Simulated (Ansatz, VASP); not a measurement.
Ca: VASP beside Ansatz

POSCAR

```
Ca
1.0
   -2.2052049050      2.2052049050      2.1961148100
    2.2052049050     -2.2052049050      2.1961148100
    2.2052049050      2.2052049050     -2.1961148100
Ca
1
Direct
    0.5000000000      0.5000000000      0.0000000000
```

INCAR.step1

```
SYSTEM = Ca
PREC = Accurate
ENCUT = 440
EDIFF = 1E-5
ISMEAR = 0
SIGMA = 0.05
LREAL = .FALSE.
LASPH = .TRUE.
NELM = 120
ALGO = Normal
ISIF = 2
LWAVE = .TRUE.
LCHARG = .FALSE.
NBANDS = 11
GGA = PE
GGA_COMPAT = .FALSE.
```

Contents of INCAR.step2:

```
SYSTEM = Ca
PREC = Accurate
ENCUT = 440
EDIFF = 1E-6
ISMEAR = 0
SIGMA = 0.05
LREAL = .FALSE.
LASPH = .TRUE.
NELM = 120
ALGO = Normal
ISIF = 2
LWAVE = .FALSE.
LCHARG = .FALSE.
METAGGA = R2SCAN
LHFCALC = .TRUE.
AEXX = 0.1
LMIXTAU = .TRUE.
PRECFOCK = Normal
NBANDS = 11
ISTART = 1
GGA_COMPAT = .FALSE.
```

Contents of KPOINTS:

```
regular mesh
0
G
  6 6 6
  0 0 0
```

The input input.yaml:

```yaml
crystal:
  lattice: { a: 4.41040981, b: 4.41040981, c: 4.39222962, alpha: 90.0, beta: 90.0, gamma: 90.0 }
  space_group: 139
  reduce_to_primitive: true
  atoms:
    - { symbol: Ca, wyckoff: "2b", position: [0.0, 0.0, 0.5] }
hamiltonian:
  xc: r2scanh
  pseudopotentials: { kind: paw, source: jth }
kpoints:
  mp_grid: { grid: [6, 6, 6] }
scf:
  occupations: { method: gaussian, width: 0.05 }
output:
  forces: true
  stress: true
  eigenvalues: true
  write_density: true
  write_potential: true
  elf: true
  volumetric_format: npy
```

Alike in both runs: functional r2SCANh; k mesh 6 × 6 × 6; occupations gaussian, width 0.05 eV; no spin polarisation.

```csv
,VASP,Ansatz
version,VASP 6.6.1,Ansatz 0.2.0
potentials or method,"VASP PAW PBE potentials, release 64 (Ca_sv)",JTH PAW
plane-wave cutoff (eV),440,870
valence electrons in the cell,10,10
task,single point,electron localisation function
```

|  | VASP | Ansatz | Ansatz less VASP |
| --- | --- | --- | --- |
| gap on the k mesh at the Fermi level (eV) | none | none | - |
| pressure (GPa) | 0.7 | 0.7 | -0.05 |
| traceless stress, the component that is largest in VASP (GPa) | -0.11 | -0.12 | -0.006 |

VASP's potentials were made for PBE, not for r2SCANh. A gap of «none» marks a metal or a gap that the smearing closes. With one functional, cell and mesh, what is left measures potentials, basis and numerics.
